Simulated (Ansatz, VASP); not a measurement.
# One calculation of Ga2O, two programs

```
Ga O
1.0
     3.05956    0.00000    0.00000
    -1.52978    2.64965    0.00000
     0.00000    0.00000   13.16640
Ga O
4 2
Direct
  0.00000 0.00000 0.40420
  0.00000 0.00000 0.59580
  0.66667 0.33333 0.09459
  0.33333 0.66667 0.90541
  0.66667 0.33333 0.34541
  0.33333 0.66667 0.65459
```

Alike in both runs: functional PBE; k mesh 12 × 12 × 4; occupations gaussian, width 0.1 eV; no spin polarisation.

Ansatz relaxed the structure, and its values are those at the end. VASP's run is a single point on that final structure, the one shown.

|  | VASP | Ansatz |
| --- | --- | --- |
| version | VASP 6.6.1 | Ansatz 0.2.0 |
| potentials or method | VASP PAW PBE potentials, release 64 (Ga_d, O), cutoff 520 eV | scalar-relativistic, plane waves, PAW |
| valence electrons in the cell | 64 | 64 |

|  | VASP | Ansatz | Ansatz less VASP |
| --- | --- | --- | --- |
| gap on the k mesh at the Fermi level (eV) | none | none | - |
| pressure (GPa) | 0.3 | 0.0 | -0.28 |
| rms of the force components (eV/Å) | 0.024 | 0.001 | -0.0235 |

A gap of «none» marks a metal or a gap that the smearing closes.
